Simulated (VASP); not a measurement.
# GaSi62 (a cell with a defect) in VASP: single point with PBEsol

Aim: the single point of GaSi62 (a cell with a defect) with PBEsol.

All numbers are computed with VASP 6.6.1; they aren't measurements. Logs are shortened: lines on timing, memory, paths and dates and some standing lists are left out, and cuts for length are marked.

**1. The cell of the first run**

The cell holds a defect, 63 atoms: a = 10.860 Å, b = 10.860 Å, c = 10.860 Å, α = 90.00°, β = 90.00°, γ = 90.00°.

**2. Single point, PBEsol**

File INCAR:

```
PREC = Accurate
ENCUT = 400
EDIFF = 1E-6
ISMEAR = 0
SIGMA = 0.05
LREAL = Auto
LASPH = True
NELM = 120
ALGO = Normal
ISIF = 2
LWAVE = False
LCHARG = False
GGA = PS
NBANDS = 168
NELECT = 262.0
GGA_COMPAT = False
```

File KPOINTS:

```
regular mesh
0
Gamma
  1 1 1
```

File POSCAR:

```
GaSi62
1.0
   10.8600000000      0.0000000000      0.0000000000
    0.0000000000     10.8600000000      0.0000000000
    0.0000000000      0.0000000000     10.8600000000
Si Ga
62 1
Direct
    0.4990921731      0.0009078269      0.0020573665
    0.6216351750      0.1271480663      0.1283648250
    0.7508718232      0.2478925414     -0.0008718232
    0.8726491713      0.3748895948      0.1228469613
    0.7479426335      0.0009078269      0.2509078269
    0.8742908840      0.1250888582      0.3750888582
    0.0006131676     -0.0015259669      0.0014307551
    0.1256554328      0.1270302026      0.1267495396
    0.2506585635      0.2493414365     -0.0001470534
    0.3729697974      0.3743445672      0.1267495396
    0.5015259669      0.4993868324      0.0014307551
    0.6243711786      0.6272311234      0.1256288214
    0.7511594843      0.7488405157     -0.0011594843
    0.8727688766      0.8756288214      0.1256288214
    0.2522635359      0.0057087477      0.2557087477
    0.4942912523      0.2477364641      0.2557087477
    0.6232504604      0.3743445672      0.3770302026
    0.7485692449      0.4993868324      0.2484740331
    0.8760877532      0.6239122468      0.3736767956
    0.4942912523      0.0057087477      0.4977364641
    0.6232504604      0.1270302026      0.6243445672
    0.7501470534      0.2493414365      0.4993414365
    0.8758056169      0.3737907919      0.6237907919
    0.7485692449     -0.0015259669      0.7493868324
    0.8760877532      0.1236767956      0.8739122468
    0.0006663904      0.4993336096     -0.0011172192
    0.1251104052      0.6273508287      0.1228469613
    0.2521074586      0.7491281768     -0.0008718232
    0.3728519337      0.8783648250      0.1283648250
   -0.0028325046      0.2506012891      0.2478888582
    0.1260554328      0.3739445672      0.3674376611
    0.2493987109      0.5028325046      0.2478888582
    0.3749111418      0.6257091160      0.3750888582
    0.4990921731      0.7520573665      0.2509078269
    0.6216351750      0.8783648250      0.3771480663
   -0.0028325046     -0.0021111418      0.5006012891
    0.1260554328      0.1174376611      0.6239445672
    0.3825623389      0.3739445672      0.6239445672
    0.5021111418      0.5028325046      0.5006012891
    0.6271530387      0.6273508287      0.6248895948
    0.7508718232      0.7491281768      0.4978925414
    0.8726491713      0.8728469613      0.6248895948
    0.2493987109     -0.0021111418      0.7528325046
    0.3749111418      0.1250888582      0.8757091160
    0.5021111418      0.2506012891      0.7528325046
    0.6271530387      0.3748895948      0.8773508287
    0.7511172192      0.4993336096      0.7493336096
    0.8756633517      0.6243366483      0.8743366483
    0.0006131676      0.7514307551      0.2484740331
    0.1256554328      0.8767495396      0.3770302026
    0.0026637201      0.4973362799      0.4985472376
    0.1262092081      0.6241943831      0.6237907919
    0.2506585635      0.7498529466      0.4993414365
    0.3729697974      0.8767495396      0.6243445672
    0.0026637201      0.2485472376      0.7473362799
    0.1262092081      0.3737907919      0.8741943831
    0.2514527624      0.4973362799      0.7473362799
    0.3763232044      0.6239122468      0.8739122468
    0.5015259669      0.7514307551      0.7493868324
    0.6243711786      0.8756288214      0.8772311234
    0.0006663904      0.7488827808      0.7493336096
    0.1251104052      0.8728469613      0.8773508287
    0.2511679558      0.2488320442      0.4988320442
```

Potentials or basis: VASP PAW PBE potentials, release 64 (Si, Ga_d).

The run is started by

```console
$ cat potpaw_PBE.64/Si/POTCAR potpaw_PBE.64/Ga_d/POTCAR > POTCAR
$ mpirun -np 1 vasp_gam > vasp.out
```

OUTCAR:

```text
PREC = Accurate
   ENCUT = 400
   EDIFF = 1E-6
   ISMEAR = 0
   LREAL = Auto
   LASPH = True
   NELM = 120
   ISIF = 2
   GGA = PS
   NELECT = 262.0

 ion  position               nearest neighbor table
   1  0.499  0.001  0.002-  44 2.35  29 2.35   2 2.35  60 2.35
   2  0.622  0.127  0.128-   1 2.35   5 2.35  16 2.35   3 2.38
   3  0.751  0.248  0.999-   4 2.34  46 2.34  25 2.35   2 2.38
   4  0.873  0.375  0.123-   3 2.34  30 2.34  18 2.35  26 2.36
   5  0.748  0.001  0.251-   6 2.35   2 2.35  35 2.35  14 2.35
   6  0.874  0.125  0.375-  22 2.34   5 2.35  30 2.36  36 2.36
   7  0.001  0.998  0.001-  62 2.35  14 2.35  25 2.37   8 2.38
   8  0.126  0.127  0.127-  30 2.34   9 2.35  15 2.36   7 2.38
   9  0.251  0.249  1.000-  44 2.34  10 2.35   8 2.35  56 2.35
  10  0.373  0.374  0.127-  32 2.34   9 2.35  16 2.36  11 2.38
  11  0.502  0.499  0.001-  46 2.35  12 2.35  58 2.37  10 2.38
  12  0.624  0.627  0.126-  11 2.35  18 2.35  13 2.35  34 2.35
  13  0.751  0.749  0.999-  48 2.34  14 2.35  12 2.35  60 2.35
  14  0.873  0.876  0.126-   7 2.35  49 2.35  13 2.35   5 2.35
  15  0.252  0.006  0.256-  29 2.35   8 2.36  50 2.36
  16  0.494  0.248  0.256-   2 2.35  10 2.36  17 2.36
  17  0.623  0.374  0.377-  39 2.34  22 2.35  16 2.36  18 2.38
[... 43 lines left out ...]
  61  0.001  0.749  0.749-  48 2.35  52 2.36  42 2.36  62 2.36
  62  0.125  0.873  0.877-  28 2.34  43 2.34   7 2.35  61 2.36
  63  0.251  0.249  0.499-  31 2.39  37 2.39  38 2.39

  LATTYP: Found a simple cubic cell.
 ALAT       =    10.8600000000

  Lattice vectors:

 A1 = (  10.8600000000,   0.0000000000,   0.0000000000)
 A2 = (   0.0000000000,  10.8600000000,   0.0000000000)
 A3 = (   0.0000000000,   0.0000000000,  10.8600000000)

Analysis of symmetry for initial positions (statically):
=====================================================================
 Subroutine PRICEL returns:
 Original cell was already a primitive cell.

 Routine SETGRP: Setting up the symmetry group for a
 simple cubic supercell.

 Subroutine GETGRP returns: Found  6 space group operations
 (whereof  1 operations were pure point group operations)
 out of a pool of 48 trial point group operations.

The static configuration has the point symmetry C_1 .
 The point group associated with its full space group is C_3v.

Analysis of symmetry for dynamics (positions and initial velocities):
=====================================================================
 Subroutine PRICEL returns:
 Original cell was already a primitive cell.

[... 212 lines left out ...]
   ISIF   =      2    stress and relaxation
   ISYM   =      2    0-nonsym 1-usesym 2-fastsym
   POTIM  = 0.5000    time-step for ionic-motion
   TEBEG  =    0.0;   TEEND  =   0.0 temperature during run
   PSTRESS=    0.0 pullay stress
   NELECT =     262.0000    total number of electrons
   NUPDOWN=      -1.0000    fix difference up-down
   EMIN   =  10.00;   EMAX   =-10.00  energy-range for DOS
   EFERMI =   0.00;   METHOD = LEGACY
   ISMEAR =     0;   SIGMA  =   0.05  broadening in eV -4-tet -1-fermi 0-gaus
   EFERMI_NEDOS =   21; number of points for ismear=-14 and -15
   IALGO  =     38    algorithm
   IMIX   =      4    mixing-type and parameters
     AMIX     =   0.40;   BMIX     =  1.00
     AMIX_MAG =   1.60;   BMIX_MAG =  1.00
  volume/ion in A,a.u.               =      20.33       137.20
  Fermi-wavevector in a.u.,A,eV,Ry     =   0.964596  1.822822 12.659478  0.930445
  Thomas-Fermi vector in A             =   2.094241
   LORBIT       =      0    0 simple, 1 ext, 2 COOP (PROOUT), +10 PAW based schemes
   GGA     = PS    functional components
   LHFCALC =     F    Hartree Fock is set to
   AEXX    =    0.0000 exact exchange contribution
   IVDW    =     0    specifies the selected vdW correction
   LEPSILON=     F    determine dielectric tensor
   LRPA    =     F    only Hartree local field effects (RPA)
 non-spin polarized calculation
 Gauss-broadening in eV      SIGMA  =   0.05
  energy-cutoff  :      400.00
  volume of cell :     1280.82
 maximum number of plane-waves:     11564
 NGX is ok and might be reduce to    70
   NGX = 35   NGY = 35   NGZ = 35

 number of electron     261.9999969 magnetization

 Free energy of the ion-electron system (eV)
  ---------------------------------------------------
  ext. energy  EPLUGINS =         0.00000000
  ---------------------------------------------------
  free energy    TOTEN  =      -344.15311732 eV

  energy without entropy =     -344.08761780  energy(sigma->0) =     -344.12036756

 E-fermi :   6.1963     XC(G=0):  -9.5157

 val. band max:        5.4294356759   @ k =   0.0000   0.0000   0.0000
 cond. band min:       6.1986164141   @ k =   0.0000   0.0000   0.0000
 fundamental gap:      0.7691807383
 Fermi energy:         6.1963115165

 k-point     1 :       0.0000    0.0000    0.0000
  band No.  band energies     occupation
      1      -8.9866      2.00000
      2      -8.9666      2.00000
      3      -8.9666      2.00000
      4      -8.8694      2.00000
      5      -8.8694      2.00000
      6      -6.3116      2.00000
[... 135 lines left out ...]
    142       6.7774      0.00000
    143       6.8103      0.00000
 [bands above 143 left out]

------------------------ aborting loop because EDIFF is reached ----------------------------------------

  FORCE on cell =-STRESS in cart. coord.  units (eV):
  Direction    XX          YY          ZZ          XY          YZ          ZX
  --------------------------------------------------------------------------------------
  -------------------------------------------------------------------------------------
  Total       12.0983817     12.0983817     12.0983817     -0.3231838      0.3231838     -0.3231838
  in kB       15.1338139     15.1338139     15.1338139     -0.4042693      0.4042693     -0.4042693
  external PRESSURE =      15.1338139 kB  Pullay stress =       0.0000000 kB

 VOLUME and BASIS-vectors are now :
 -----------------------------------------------------------------------------
  energy-cutoff  :      400.00
  volume of cell :     1280.82
      direct lattice vectors                 reciprocal lattice vectors
    10.860000000  0.000000000  0.000000000     0.092081031  0.000000000  0.000000000
     0.000000000 10.860000000  0.000000000     0.000000000  0.092081031  0.000000000
     0.000000000  0.000000000 10.860000000     0.000000000  0.000000000  0.092081031

 POSITION                                       TOTAL-FORCE (eV/Angst)
 -----------------------------------------------------------------------------------
      5.42014      0.00986      0.02234         0.001868     -0.001868      0.001728
      6.75096      1.38083      1.39404         0.008320     -0.003268     -0.008320
      8.15447      2.69211     10.85053        -0.001076     -0.007331      0.001076
      9.47697      4.07130      1.33412         0.006048      0.005343     -0.000961
      8.12266      0.00986      2.72486        -0.001728     -0.001868     -0.001868
      9.49480      1.35847      4.07347         0.002823     -0.003898     -0.003898
[... 55 lines left out ...]
      1.35870      9.47912      9.52803        -0.005343     -0.000961     -0.006048
      2.72768      2.70232      5.41732         0.022999     -0.022999     -0.022999
 -----------------------------------------------------------------------------------
    total drift:                               -0.007158      0.007158      0.007159

  FREE ENERGIE OF THE ION-ELECTRON SYSTEM (eV)
  ---------------------------------------------------
  free  energy   TOTEN  =      -344.1531173189 eV

  energy  without entropy=     -344.0876178024  energy(sigma->0) =     -344.12036756
```

Run time: 6.6 min. Hardware: 1 thread of Intel Xeon 8259CL, shared host; peak memory 0.68 GiB.

Results:

- Free energy: -344.1531 eV
- Largest force: 0.040 eV/Å

Forces in eV/Å, atoms in the order of the input:
```
Si   0.002 -0.002  0.002
Si   0.008 -0.003 -0.008
Si  -0.001 -0.007  0.001
Si   0.006  0.005 -0.001
Si  -0.002 -0.002 -0.002
Si   0.003 -0.004 -0.004
Si   0.004  0.008  0.007
Si  -0.011 -0.004 -0.010
Si  -0.001  0.001 -0.004
Si   0.004  0.011 -0.010
Si  -0.008 -0.004  0.007
Si  -0.001  0.003  0.001
Si   0.003 -0.003 -0.003
Si  -0.003  0.001  0.001
Si   0.010  0.014  0.014
Si  -0.014 -0.010  0.014
Si   0.010  0.011 -0.004
Si  -0.007 -0.004  0.008
Si   0.005 -0.005 -0.003
Si  -0.014  0.014 -0.010
Si   0.010 -0.004  0.011
Si   0.004  0.001  0.001
Si  -0.006  0.002  0.002
Si  -0.007  0.008 -0.004
Si   0.005 -0.003 -0.005
Si  -0.001  0.001  0.006
Si  -0.005 -0.006 -0.001
Si   0.007  0.001  0.001
Si   0.003 -0.008 -0.008
Si  -0.005 -0.003 -0.002
Si  -0.002  0.002  0.028
Si   0.003  0.005 -0.002
Si   0.004 -0.003 -0.004
Si   0.002  0.002 -0.002
Si   0.008 -0.008 -0.003
Si  -0.005 -0.002 -0.003
Si  -0.002  0.028  0.002
Si  -0.028  0.002  0.002
Si   0.002  0.005 -0.003
Si   0.001 -0.006  0.005
Si  -0.001  0.001 -0.007
Si   0.006 -0.001  0.005
Si   0.003 -0.002  0.005
Si   0.004 -0.004 -0.003
Si   0.002 -0.003  0.005
Si   0.001  0.005 -0.006
Si  -0.006  0.001  0.001
Si   0.002 -0.002 -0.002
Si   0.004  0.007  0.008
Si  -0.011 -0.010 -0.004
Si   0.002 -0.002 -0.001
Si  -0.002  0.006  0.002
Si  -0.001 -0.004  0.001
Si   0.004 -0.010  0.011
Si   0.002 -0.001 -0.002
Si  -0.002  0.002  0.006
Si   0.001 -0.002 -0.002
Si   0.003 -0.005 -0.005
Si  -0.008  0.007 -0.004
Si  -0.001  0.001  0.003
Si  -0.001  0.006  0.001
Si  -0.005 -0.001 -0.006
Ga   0.023 -0.023 -0.023
```

Caveat: the k points lie up to 0.58 Å⁻¹ apart; the cell carries a net charge on a neutralising background, which shifts energy and pressure; the cell is charged against a uniform background, so pressure and absolute levels hang on convention; the PAW data sets were made with another functional, which shifts forces and pressure a little.
